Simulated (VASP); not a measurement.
# InAgTe2 (I-42d) in VASP: single point with PBE

Aim: the single point of InAgTe2 with PBE.

Program: VASP 6.6.1. These are calculated values, not measurements. Logs are shortened: lines on timing, memory, paths and dates and some standing lists are left out, and cuts for length are marked.

**1. The cell of the first run**

It takes space group I-42d (No. 122, tetragonal). The conventional cell has a = 6.570 Å, b = 6.570 Å, c = 12.998 Å, α = 90.00°, β = 90.00°, γ = 90.00°. Within 3.8 Å of In (site symmetry -4) lie 4 Te at 2.86 Å. Ag (site symmetry -4) has 4 Te at 2.81 Å within 3.7 Å. Te (site symmetry 2) has 2 Ag at 2.81 Å and 2 In at 2.86 Å within 3.7 Å.

**2. Single point, PBE**

INCAR

```
SYSTEM = InAgTe2
PREC = Accurate
ENCUT = 500
EDIFF = 1E-6
ISMEAR = 0
SIGMA = 0.05
LREAL = .False.
LASPH = .True.
NELM = 120
ALGO = Normal
ISIF = 2
LWAVE = .False.
LCHARG = .True.
GGA = PE
LELF = .True.
LVHAR = .True.
NBANDS = 46
GGA_COMPAT = .False.
```

KPOINTS

```
Automatic mesh
0
Gamma
  6 6 6
  0 0 0
```

POSCAR

```
InAgTe2
1.0
   -3.2849047250      3.2849047250      6.4991459881
    3.2849047250     -3.2849047250      6.4991459881
    3.2849047250      3.2849047250     -6.4991459881
In Ag Te
2 2 4
Direct
    0.5000000000      0.5000000000      0.0000000000
    0.2500000000      0.7500000000      0.5000000000
    0.0000000000      0.0000000000      0.0000000000
    0.7500000000      0.2500000000      0.5000000000
    0.3750000000      0.3694843517      0.4944843517
    0.6305156483      0.1250000000      1.0055156483
    0.8750000000      0.8805156483      0.5055156483
    0.1194843517      0.6250000000     -0.0055156483
```

Potentials or basis: VASP PAW PBE potentials, release 64 (In_d, Ag, Te).

Run with:

```bash
$ cat potpaw_PBE.64/In_d/POTCAR potpaw_PBE.64/Ag/POTCAR potpaw_PBE.64/Te/POTCAR > POTCAR
$ mpirun -np 1 vasp_std > vasp.out
```

OUTCAR:

```text
SYSTEM = InAgTe2
   PREC = Accurate
   ENCUT = 500
   EDIFF = 1E-6
   ISMEAR = 0
   LREAL = .False.
   LASPH = .True.
   NELM = 120
   ISIF = 2
   GGA = PE

 ion  position               nearest neighbor table
   1  0.500  0.500  0.000-   7 2.86   6 2.86   8 2.86   5 2.86
   2  0.250  0.750  0.500-   6 2.86   5 2.86   7 2.86   8 2.86
   3  0.000  0.000  0.000-   6 2.81   7 2.81   8 2.81   5 2.81
   4  0.750  0.250  0.500-   5 2.81   6 2.81   7 2.81   8 2.81
   5  0.375  0.369  0.494-   4 2.81   3 2.81   1 2.86   2 2.86
   6  0.631  0.125  0.006-   3 2.81   4 2.81   1 2.86   2 2.86
   7  0.875  0.881  0.506-   3 2.81   4 2.81   2 2.86   1 2.86
   8  0.119  0.625  0.994-   3 2.81   4 2.81   2 2.86   1 2.86

  LATTYP: Found a body centered tetragonal cell.
 ALAT       =     6.5698094500
 C/A-ratio  =     1.9784884288

  Lattice vectors:

 A1 = (  -3.2849047250,   3.2849047250,   6.4991459881)
 A2 = (   3.2849047250,  -3.2849047250,   6.4991459881)
 A3 = (   3.2849047250,   3.2849047250,  -6.4991459881)

Analysis of symmetry for initial positions (statically):
=====================================================================
 Subroutine PRICEL returns:
 Original cell was already a primitive cell.

 Routine SETGRP: Setting up the symmetry group for a
 body centered tetragonal supercell.

 Subroutine GETGRP returns: Found  8 space group operations
 (whereof  4 operations were pure point group operations)
 out of a pool of 16 trial point group operations.

The static configuration has the point symmetry S_4 .
 The point group associated with its full space group is D_2d.

Analysis of symmetry for dynamics (positions and initial velocities):
=====================================================================
 Subroutine PRICEL returns:
 Original cell was already a primitive cell.

 Routine SETGRP: Setting up the symmetry group for a
 body centered tetragonal supercell.

 Subroutine GETGRP returns: Found  8 space group operations
 (whereof  4 operations were pure point group operations)
 out of a pool of 16 trial point group operations.

The dynamic configuration has the point symmetry S_4 .
 The point group associated with its full space group is D_2d.

 Subroutine INISYM returns: Found  8 space group operations
 (whereof  4 operations are pure point group operations),
 and found     1 'primitive' translations

----------------------------------------------------------------------------------------

                                     Primitive cell

  volume of cell :     280.5187

  direct lattice vectors                    reciprocal lattice vectors
    -3.284904725  3.284904725  6.499145988     0.000000000  0.152211416  0.076933185
     3.284904725 -3.284904725  6.499145988     0.152211416  0.000000000  0.076933185
     3.284904725  3.284904725 -6.499145988     0.152211416  0.152211416  0.000000000

  length of vectors
     7.988748130  7.988748130  7.988748130     0.170549202  0.170549202  0.215259449

  position of ions in fractional coordinates (direct lattice)
     0.500000000  0.500000000  0.000000000
     0.250000000  0.750000000  0.500000000
     0.000000000  0.000000000  0.000000000
     0.750000000  0.250000000  0.500000000
     0.375000000  0.369484352  0.494484352
     0.630515648  0.125000000  0.005515648
     0.875000000  0.880515648  0.505515648
     0.119484352  0.625000000  0.994484352

  ion indices of the primitive-cell ions
   primitive index   ion index
                 1           1
                 2           2
                 3           3
                 4           4
                 5           5
                 6           6
                 7           7
                 8           8

----------------------------------------------------------------------------------------

 KPOINTS: Automatic mesh

Automatic generation of k-mesh.
 Grid dimensions read from file:
 generate k-points for:    6    6    6

 Generating k-lattice:

  Cartesian coordinates                     Fractional coordinates (reciprocal lattice)
     0.000000000  0.025368569  0.012822197     0.166666667  0.000000000 -0.000000000
     0.025368569  0.000000000  0.012822197     0.000000000  0.166666667 -0.000000000
     0.025368569  0.025368569  0.000000000     0.000000000  0.000000000  0.166666667

  Length of vectors
     0.028424867  0.028424867  0.035876575

  Shift w.r.t. Gamma in fractional coordinates (k-lattice)
     0.000000000  0.000000000  0.000000000

 Subroutine IBZKPT returns following result:
 ===========================================

 Found     30 irreducible k-points:

 Following reciprocal coordinates:
            Coordinates               Weight
  0.000000  0.000000  0.000000      1.000000
  0.166667 -0.000000  0.000000      8.000000
  0.333333  0.000000  0.000000      8.000000
  0.500000 -0.000000  0.000000      4.000000
  0.166667  0.166667  0.000000      8.000000
  0.333333  0.166667  0.000000     16.000000
[... 16 lines left out ...]
 -0.333333 -0.333333  0.166667      8.000000
 -0.166667 -0.333333  0.166667      8.000000
 [... further k-points ...]
   k-points           NKPTS =     30   k-points in BZ     NKDIM =     30   number of bands    NBANDS=     46
   number of dos      NEDOS =    301   number of ions     NIONS =      8
   total plane-waves  NPLWV = 216000
   dimension x,y,z NGX =    60 NGY =   60 NGZ =   60
   dimension x,y,z NGXF=   120 NGYF=  120 NGZF=  120
   ions per type =               2   2   4
   NGX,Y,Z   is equivalent  to a cutoff of  12.49, 12.49, 12.49 a.u.
   NGXF,Y,Z  is equivalent  to a cutoff of  24.97, 24.97, 24.97 a.u.
 SYSTEM =  InAgTe2
   PREC   = accura    normal or accurate (medium, high low for compatibility)
   ISTART =      0    job   : 0-new  1-cont  2-samecut
   ICHARG =      2    charge: 1-file 2-atom 10-const
   ISPIN  =      1    spin polarized calculation?
   LNONCOLLINEAR =      F non collinear calculations
   LSORBIT =      F    spin-orbit coupling
   LASPH  =      T    aspherical Exc in radial PAW
   ENCUT  =  500.0 eV  36.75 Ry    6.06 a.u.  14.57 14.57 14.57*2*pi/ulx,y,z
   NELM   =    120;   NELMIN=  2; NELMDL= -5     # of ELM steps
   EDIFF  = 0.1E-05   stopping-criterion for ELM
   LREAL  =      F    real-space projection
   EDIFFG = 0.1E-04   stopping-criterion for IOM
   NSW    =      0    number of steps for IOM
   IBRION =     -1    ionic relax: 0-MD 1-quasi-New 2-CG
   NFREE  =      0    steps in history (QN), initial steepest desc. (CG)
   ISIF   =      2    stress and relaxation
   ISYM   =      2    0-nonsym 1-usesym 2-fastsym
   POTIM  = 0.5000    time-step for ionic-motion
   TEBEG  =    0.0;   TEEND  =   0.0 temperature during run
   PSTRESS=    0.0 pullay stress
   NELECT =      72.0000    total number of electrons
   NUPDOWN=      -1.0000    fix difference up-down
   EMIN   =  10.00;   EMAX   =-10.00  energy-range for DOS
   EFERMI =   0.00;   METHOD = LEGACY
   ISMEAR =     0;   SIGMA  =   0.05  broadening in eV -4-tet -1-fermi 0-gaus
   EFERMI_NEDOS =   21; number of points for ismear=-14 and -15
   IALGO  =     38    algorithm
   IMIX   =      4    mixing-type and parameters
     AMIX     =   0.40;   BMIX     =  1.00
     AMIX_MAG =   1.60;   BMIX_MAG =  1.00
  volume/ion in A,a.u.               =      35.06       236.63
  Fermi-wavevector in a.u.,A,eV,Ry     =   1.040395  1.966062 14.727251  1.082422
  Thomas-Fermi vector in A             =   2.174969
   LORBIT       =      0    0 simple, 1 ext, 2 COOP (PROOUT), +10 PAW based schemes
   GGA     = PE    functional components
   LHFCALC =     F    Hartree Fock is set to
   AEXX    =    0.0000 exact exchange contribution
   IVDW    =     0    specifies the selected vdW correction
   LEPSILON=     F    determine dielectric tensor
   LRPA    =     F    only Hartree local field effects (RPA)
 non-spin polarized calculation
 Gauss-broadening in eV      SIGMA  =   0.05
  energy-cutoff  :      500.00
  volume of cell :      280.52
 maximum number of plane-waves:      7147
 NGX is ok and might be reduce to    60
   NGX = 29   NGY = 29   NGZ = 29

 number of electron      72.0000000 magnetization

 Free energy of the ion-electron system (eV)
  ---------------------------------------------------
  ext. energy  EPLUGINS =         0.00000000
  ---------------------------------------------------
  free energy    TOTEN  =       -25.46318515 eV

  energy without entropy =      -25.46298273  energy(sigma->0) =      -25.46308394

 E-fermi :   4.0125     XC(G=0):  -8.4771

 val. band max:        3.9861275814   @ k =   0.0000   0.0000   0.0000
 cond. band min:       4.0384377814   @ k =   0.0000   0.0000   0.0000
 fundamental gap:      0.0523102000
 Fermi energy:         4.0124850097

 k-point     1 :       0.0000    0.0000    0.0000
  band No.  band energies     occupation
      1     -10.7086      2.00000
      2     -10.7042      2.00000
      3     -10.7042      2.00000
      4     -10.6523      2.00000
      5     -10.6391      2.00000
      6     -10.6391      2.00000
[... 38 lines left out ...]
     45       8.3735      0.00000
     46       8.3735      0.00000

 k-point     2 :       0.1667   -0.0000    0.0000
  band No.  band energies     occupation
      1     -10.7084      2.00000
      2     -10.7047      2.00000
      3     -10.7022      2.00000
      4     -10.6531      2.00000
      5     -10.6420      2.00000
      6     -10.6384      2.00000
[... 38 lines left out ...]
     45       8.3140      0.00000
     46       8.5878      0.00000

 k-point     3 :       0.3333    0.0000    0.0000
  band No.  band energies     occupation
      1     -10.7083      2.00000
      2     -10.7060      2.00000
      3     -10.6966      2.00000
      4     -10.6558      2.00000
      5     -10.6472      2.00000
      6     -10.6371      2.00000
[... 1018 lines left out ...]
     45       8.7688      0.00000
     46       8.8593      0.00000

 k-point    24 :      -0.1667   -0.3333    0.1667
  band No.  band energies     occupation
      1     -10.7068      2.00000
      2     -10.7067      2.00000
      3     -10.6989      2.00000
      4     -10.6607      2.00000
      5     -10.6392      2.00000
      6     -10.6365      2.00000
[... 38 lines left out ...]
     45       8.4184      0.00000
     46       8.6691      0.00000

 [... further k-points ...]

------------------------ aborting loop because EDIFF is reached ----------------------------------------

  FORCE on cell =-STRESS in cart. coord.  units (eV):
  Direction    XX          YY          ZZ          XY          YZ          ZX
  --------------------------------------------------------------------------------------
  -------------------------------------------------------------------------------------
  Total       -0.0588992     -0.0588992     -0.0557869      0.0000000      0.0000000     -0.0000000
  in kB       -0.3364017     -0.3364017     -0.3186261      0.0000000      0.0000000     -0.0000000
  external PRESSURE =      -0.3304765 kB  Pullay stress =       0.0000000 kB

 VOLUME and BASIS-vectors are now :
 -----------------------------------------------------------------------------
  energy-cutoff  :      500.00
  volume of cell :      280.52
      direct lattice vectors                 reciprocal lattice vectors
    -3.284904725  3.284904725  6.499145988     0.000000000  0.152211416  0.076933185
     3.284904725 -3.284904725  6.499145988     0.152211416  0.000000000  0.076933185
     3.284904725  3.284904725 -6.499145988     0.152211416  0.152211416  0.000000000

 POSITION                                       TOTAL-FORCE (eV/Angst)
 -----------------------------------------------------------------------------------
      0.00000      0.00000      6.49915         0.000000     -0.000000     -0.000000
      3.28490      0.00000      3.24957        -0.000000     -0.000000     -0.000000
      0.00000      0.00000      0.00000         0.000000     -0.000000     -0.000000
      0.00000      3.28490      3.24957         0.000000     -0.000000      0.000000
      1.60622      1.64245      1.62479        -0.007655     -0.000000     -0.000000
     -1.64245      1.67869      4.87436        -0.000000      0.007655      0.000000
      1.67869      1.64245      8.12393         0.007655     -0.000000      0.000000
      4.92736      1.60622     -1.62479        -0.000000     -0.007655     -0.000000
 -----------------------------------------------------------------------------------
    total drift:                               -0.000001     -0.000001     -0.000001

  FREE ENERGIE OF THE ION-ELECTRON SYSTEM (eV)
  ---------------------------------------------------
  free  energy   TOTEN  =       -25.4631851485 eV

  energy  without entropy=      -25.4629827306  energy(sigma->0) =      -25.46308394
```

Wall time 7.7 min (1 thread of Intel Xeon Platinum 8259CL at 2.50GHz (Skylake/Cascade Lake), shared host); peak memory 0.67 GiB.

Results:

```
Free energy            : -25.4632 eV
Pressure               : 0.0 GPa
Largest force          : 0.008 eV/Å
Band gap on the k mesh : 0.05 eV
```

Forces in eV/Å, atoms in the order of the input:
```
In   0.000  0.000  0.000
In   0.000  0.000  0.000
Ag   0.000  0.000  0.000
Ag   0.000  0.000  0.000
Te  -0.008  0.000  0.000
Te   0.000  0.008  0.000
Te   0.008  0.000  0.000
Te   0.000 -0.008  0.000
```

Levels at points of the mesh, in eV from the valence-band top:
```tsv
k point	band 33	band 34	band 35	band 36	band 37	band 38	band 39	band 40
(0.00, 0.00, 0.00)	-1.79	-0.08	-0.08	0.00	0.05	1.88	2.18	3.48
(0.50, 0.00, 0.00)	-1.52	-1.18	-1.13	-0.56	1.67	2.02	2.95	3.51
(0.50, 0.50, 0.00)	-0.86	-0.86	-0.49	-0.49	0.90	0.90	2.86	2.86
(0.50, 0.50, 0.50)	-1.21	-1.21	-0.89	-0.89	1.51	1.51	2.16	2.16
```

Caveat: spin-orbit coupling is left out, which moves the levels of the heavy elements.
